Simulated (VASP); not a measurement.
Fe2O3: single point with PBE

Crystal: Fe2O3.

```
Fe O
1.0
     4.49565    0.00000    0.00000
     0.00000    4.49565    0.00000
     0.00000    0.00000    4.49565
Fe O
4 6
Direct
  0.25000 0.25000 0.25000
  0.75000 0.75000 0.25000
  0.75000 0.25000 0.75000
  0.25000 0.75000 0.75000
  0.50000 0.00000 0.00000
  0.00000 0.50000 0.00000
  0.00000 0.00000 0.50000
  0.50000 0.50000 0.00000
  0.50000 0.00000 0.50000
  0.00000 0.50000 0.50000
```

| Quantity | Value |
| --- | --- |
| Program | VASP 6.6.1 |
| Task | single point |
| Functional | PBE |
| Potentials or basis | VASP PAW PBE potentials, release 64 (Fe, O) |
| Cutoff | 520 eV |
| k mesh | 12 × 12 × 12 |
| Occupations | fermi-dirac, width 0.0612256 eV |
| Spin | no spin polarisation |
| Dipole correction | no |
| Further INCAR settings | ALGO = Normal; EDIFF = 1e-07; NBANDS = 45 |

```yaml
Pressure: 1.5 GPa
Band_gap_on_the_k_mesh: zero (band 34 reaches 5.27 eV, above the bottom of band 35 at 4.92 eV)
```

Levels at points of the mesh, in eV from the Fermi level:
```
           k point  band 30  band 31  band 32  band 33  band 34  band 35  band 36  band 37  band 38  band 39
(0.00, 0.00, 0.00)    -0.65    -0.45    -0.45    -0.45     0.34     0.34     0.34     0.59     0.59     2.44
(0.50, 0.00, 0.00)    -0.52    -0.34    -0.34     0.03     0.03     0.16     0.16     1.11     1.11     1.95
(0.50, 0.50, 0.00)    -0.57    -0.32    -0.32    -0.03    -0.03     0.09     0.09     1.44     1.44     1.69
(0.50, 0.50, 0.50)    -0.81    -0.62    -0.62    -0.62     0.05     0.05     0.05     0.81     0.81     0.81
```

Run time: 8.6 min on 1 thread of Oxide Virtual Turin-like Processor, on a shared host, peak memory 0.33 GiB.

Caveat: the run has no spin polarisation, though such a crystal can be magnetic; semilocal functionals often make such compounds metallic where correlation or magnetic order opens a gap, which also shifts bond lengths. Spin polarisation is off, so any magnetic state and its effect on volume and gap are missing.
